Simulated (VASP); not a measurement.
# Ag (R-3m) in VASP: notebook, part 3 of 3

VASP 6.6.1. Earlier steps stand in the parts before.

## Step 5: Single point, PBEsol

This run uses another cell than the first one, of 18.05 Å³/atom.

INCAR

```
ALGO = Fast
EDIFF = 1E-6
ENCUT = 520
GGA = PS
ISIF = 2
ISMEAR = -1
LASPH = True
LCHARG = False
LREAL = False
LWAVE = False
NBANDS = 24
NELM = 80
PREC = Accurate
SIGMA = 0.05
```

KPOINTS

```
k-points
0
Gamma
  10 10 10
```

POSCAR

```
Ag
1.0
    1.4730471633      0.8504641763      7.2046500000
   -1.4730471633      0.8504641763      7.2046500000
    0.0000000000     -1.7009283525      7.2046500000
Ag
3
Direct
    0.2222810000      0.2222810000      0.2222810000
    0.7777190000      0.7777190000      0.7777190000
    0.0000000000      0.0000000000      0.0000000000
```

Potentials or basis: VASP PAW PBE potentials, release 64 (Ag).

Run with:

```sh
$ cat potpaw_PBE.64/Ag/POTCAR > POTCAR
$ mpirun -np 1 vasp_std > vasp.out
```

OUTCAR:

```text
EDIFF = 1E-6
   ENCUT = 520
   GGA = PS
   ISIF = 2
   ISMEAR = -1
   LASPH = True
   LREAL = False
   NELM = 80
   PREC = Accurate

 ion  position               nearest neighbor table
   1  0.222  0.222  0.222-   3 2.94   3 2.94   3 2.94   2 2.94   2 2.94   2 2.94
   2  0.778  0.778  0.778-   3 2.94   3 2.94   3 2.94   1 2.94   1 2.94   1 2.94
   3  0.000  0.000  0.000-   2 2.94   1 2.94   2 2.94   2 2.94   1 2.94   1 2.94

  LATTYP: Found a trigonal (rhomboedric) cell.
 ALAT       =     7.4027115899
 COS(alpha) =     0.9208079399

  Lattice vectors:

 A1 = (   1.4730471633,   0.8504641763,   7.2046500000)
 A2 = (  -1.4730471633,   0.8504641763,   7.2046500000)
 A3 = (   0.0000000000,  -1.7009283525,   7.2046500000)

Analysis of symmetry for initial positions (statically):
=====================================================================
 Subroutine PRICEL returns:
 Original cell was already a primitive cell.

 Routine SETGRP: Setting up the symmetry group for a
 trigonal (rhombohedral) supercell.
[... 158 lines left out ...]

 number of electron      33.0000001 magnetization

 Free energy of the ion-electron system (eV)
  ---------------------------------------------------
  ext. energy  EPLUGINS =         0.00000000
  ---------------------------------------------------
  free energy    TOTEN  =        -9.79309689 eV

  energy without entropy =       -9.78483706  energy(sigma->0) =       -9.78896698

 E-fermi :   7.3897     XC(G=0): -12.0730

 val. band max:        7.3874960392   @ k =  -0.2000  -0.3000   0.1000
 cond. band min:       7.4214571728   @ k =   0.5000  -0.0000  -0.0000
 fundamental gap:      0.0339611335
 Fermi energy:         7.3897098002

 k-point     1 :       0.0000    0.0000    0.0000
  band No.  band energies     occupation
      1       0.0468      2.00000
      2       1.5280      2.00000
      3       1.5346      2.00000
      4       2.8880      2.00000
      5       2.8880      2.00000
      6       2.9023      2.00000
[... 637 lines left out ...]
     23      19.2691      0.00000
     24      20.1340      0.00000

 [... further k-points ...]
[... 5 lines left out ...]
  --------------------------------------------------------------------------------------
  -------------------------------------------------------------------------------------
  Total       -2.4031705     -2.4031705     -2.5841965      0.0000000     -0.0000000     -0.0000000
  in kB      -71.0981571    -71.0981571    -76.4538391      0.0000000     -0.0000000     -0.0000000
  external PRESSURE =     -72.8833844 kB  Pullay stress =       0.0000000 kB

 VOLUME and BASIS-vectors are now :
 -----------------------------------------------------------------------------
  energy-cutoff  :      520.00
  volume of cell :       54.15
      direct lattice vectors                 reciprocal lattice vectors
     1.473047163  0.850464176  7.204650000     0.339432445  0.195971413  0.046266416
    -1.473047163  0.850464176  7.204650000    -0.339432445  0.195971413  0.046266416
     0.000000000 -1.700928353  7.204650000     0.000000000 -0.391942827  0.046266416

 POSITION                                       TOTAL-FORCE (eV/Angst)
 -----------------------------------------------------------------------------------
      0.00000      0.00000      4.80437         0.000000      0.000000      0.002095
      0.00000      0.00000     16.80958         0.000000     -0.000000     -0.002095
      0.00000      0.00000      0.00000        -0.000000     -0.000000     -0.000000
 -----------------------------------------------------------------------------------
    total drift:                               -0.000000     -0.000000      0.000000

  FREE ENERGIE OF THE ION-ELECTRON SYSTEM (eV)
  ---------------------------------------------------
  free  energy   TOTEN  =        -9.7930968909 eV

  energy  without entropy=       -9.7848370631  energy(sigma->0) =       -9.78896698
```

stdout:

```text
POSCAR found type information on POSCAR Ag
 POSCAR found :  1 types and       3 ions
 scaLAPACK will be used
 -----------------------------------------------------------------------------
|                                                                             |
|                                                                             |
|     You enforced a specific xc type in the INCAR file but a different       |
|     I HOPE YOU KNOW WHAT YOU ARE DOING!                                     |
|                                                                             |
 -----------------------------------------------------------------------------

 LDA part: xc-table for (Slater+PW92), standard interpolation
 POSCAR, INCAR and KPOINTS ok, starting setup
 FFT: planning ... GRIDC
 FFT: planning ... GRID_SOFT
 FFT: planning ... GRID
 WAVECAR not read
 entering main loop
```

Wall time 14 min (1 thread of Intel Xeon Platinum 8488C (Sapphire Rapids), shared host); peak memory 0.47 GiB.

What came out:

```yaml
Free_energy: -9.7931 eV
Pressure: -7.3 GPa
Band_gap_on_the_k_mesh: zero (an odd number of electrons rules out a gap without spin polarisation)
```

Forces on the atoms (eV/Å):
```
Ag   0.000  0.000  0.002
Ag   0.000  0.000 -0.002
Ag   0.000  0.000  0.000
```

Stress tensor (GPa, compression positive):
```
-7.11  0.00  0.00
 0.00 -7.11  0.00
 0.00  0.00 -7.65
```

Levels at points of the mesh, in eV from the Fermi level:
```tsv
k point	band 14	band 15	band 16	band 17	band 18	band 19	band 20	band 21
(0.00, 0.00, 0.00)	-3.15	-3.09	-3.08	-3.04	-3.04	7.67	7.69	15.41
(0.50, 0.00, 0.00)	-2.72	-2.72	0.03	1.27	1.27	4.69	4.91	6.04
(0.50, 0.50, 0.00)	-2.72	-2.69	0.35	0.58	1.50	3.87	5.79	7.95
(0.50, 0.50, 0.50)	-3.44	-3.44	-2.89	-2.89	-0.22	3.37	13.79	13.88
```

Caveat: the cell stands under tension; the PAW data sets were made with another functional, which shifts forces and pressure a little.

## Step 6: Single point, PBEsol

This run uses another cell than the first one, of 18.41 Å³/atom.

INCAR is that of step 5.

KPOINTS is that of step 5.

POSCAR

```
Ag
1.0
    1.4828027268      0.8560965535      7.2523643044
   -1.4828027268      0.8560965535      7.2523643044
    0.0000000000     -1.7121931070      7.2523643044
Ag
3
Direct
    0.2222810000      0.2222810000      0.2222810000
    0.7777190000      0.7777190000      0.7777190000
    0.0000000000      0.0000000000      0.0000000000
```

Potentials or basis: VASP PAW PBE potentials, release 64 (Ag).

Run with:

```sh
$ cat potpaw_PBE.64/Ag/POTCAR > POTCAR
$ mpirun -np 1 vasp_std > vasp.out
```

Wall time 13 min (1 thread of Intel Xeon Platinum 8488C (Sapphire Rapids), shared host); peak memory 0.47 GiB.

Results (log left out):

```
Free energy            : -9.7394 eV
Pressure               : -8.6 GPa
Band gap on the k mesh : zero (an odd number of electrons rules out a gap without spin polarisation)
```

Forces in eV/Å, atoms in the order of the input:
```
Ag   0.000  0.000  0.002
Ag   0.000  0.000 -0.002
Ag   0.000  0.000  0.000
```

Stress tensor (GPa, compression positive):
```
-8.46  0.00  0.00
 0.00 -8.46  0.00
 0.00  0.00 -8.99
```

Levels at points of the mesh, in eV from the Fermi level:
```tsv
k point	band 13	band 14	band 15	band 16	band 17	band 18	band 19	band 20	band 21	band 22
(0.00, 0.00, 0.00)	-3.13	-3.13	-3.03	-3.03	-3.03	-3.02	7.55	7.57	15.35	15.73
(0.50, 0.00, 0.00)	-2.73	-2.72	-2.72	0.06	1.24	1.28	4.58	4.83	5.93	10.55
(0.50, 0.50, 0.00)	-2.74	-2.72	-2.68	0.39	0.58	1.47	3.76	5.70	7.80	8.19
(0.50, 0.50, 0.50)	-3.55	-3.41	-3.41	-2.88	-2.88	-0.17	3.27	13.66	13.73	15.45
```

Caveat: the cell stands under tension; the PAW data sets were made with another functional, which shifts forces and pressure a little.

## Step 7: The runs side by side

```csv
cell,gap on the mesh (eV),pressure (GPa)
"a = 7.252 Å, angles 23.0°, 3 atoms",none,-1.8
"a = 7.303 Å, angles 23.0°, 3 atoms",none,-3.9
"a = 7.353 Å, angles 23.0°, 3 atoms",none,-5.7
"a = 7.403 Å, angles 23.0°, 3 atoms",none,-7.3
"a = 7.452 Å, angles 23.0°, 3 atoms",none,-8.6
```

Alike in all rows: task single point; level PBEsol; potentials or basis VASP PAW PBE potentials, release 64 (Ag); no spin polarisation; k mesh 10 × 10 × 10; cutoff (eV) 520; smearing fermi-dirac 0.05 eV.

Caveats: the PAW data sets were made with another functional, which shifts forces and pressure a little; the cell stands under tension (at least some runs).

Absolute energies hang on the potentials; compare differences alone.
